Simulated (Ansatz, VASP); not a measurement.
LiH in VASP and in Ansatz

File INCAR:

```
PREC = Accurate ; ENCUT = 520
EDIFF = 1E-6 ; ISMEAR = 0
SIGMA = 0.05 ; LREAL = F
LASPH = T ; NELM = 80
ALGO = Normal ; ISIF = 2
LWAVE = F ; LCHARG = F
GGA = PE ; NBANDS = 9
```

Contents of KPOINTS:

```
Automatic mesh
0
Gamma
  10 10 10
```

Contents of POSCAR:

```
LiH
1.0
    0.0000000000      2.0325000000      2.0325000000
    2.0325000000      0.0000000000      2.0325000000
    2.0325000000      2.0325000000      0.0000000000
Li H
1 1
Direct
   -0.0260925012      0.0000000000      0.0000000000
    0.5000000000      0.5000000000      0.5000000000
```

Input for Ansatz:

```yaml
crystal:
  lattice:
    - [0.0, 2.0325, 2.0325]
    - [2.0325, 0.0, 2.0325]
    - [2.0325, 2.0325, 0.0]
  atoms:
    - { symbol: Li, position: [-0.0260925012, 0.0, 0.0] }
    - { symbol: H, position: [0.5, 0.5, 0.5] }
basis:
  ecutwfc: 420
kpoints:
  mp_grid: { grid: [10, 10, 10] }
hamiltonian:
  xc: pbe
scf:
  occupations: { method: gaussian, width: 0.05 }
output:
  forces: true
  stress: true
  eigenvalues: true
```

Change from the starting cell: all Li atoms moved +0.075 Å, as atom 1 towards its neighbour atom 1 (Li) at 2.874 Å.

Alike in both runs: task single point; functional PBE; k mesh 10 × 10 × 10; occupations gaussian, width 0.05 eV; no spin polarisation.

|  | VASP | Ansatz |
| --- | --- | --- |
| version | VASP 6.6.1 | Ansatz 0.2.0 |
| potentials or method | VASP PAW PBE potentials, release 64 (Li_sv, H), cutoff 520 eV | scalar-relativistic, plane waves, PAW |
| valence electrons in the cell | 4 | 4 |

|  | VASP | Ansatz | Ansatz less VASP |
| --- | --- | --- | --- |
| gap on the k mesh at the Fermi level (eV) | 3.01 | 3.02 | +0.007 |
| least direct gap on the mesh (eV) | 3.01 | 3.02 | +0.007 |
| rms of the force components (eV/Å) | 0.041 | 0.042 | +0.0002 |

Atom by atom the forces differ by 0.000 eV/Å (rms over components). The functional is the same, so the differences come from potentials, cutoffs and numerics.

Noted on VASP's run: the cutoff is short for stress, so the pressure is rough.
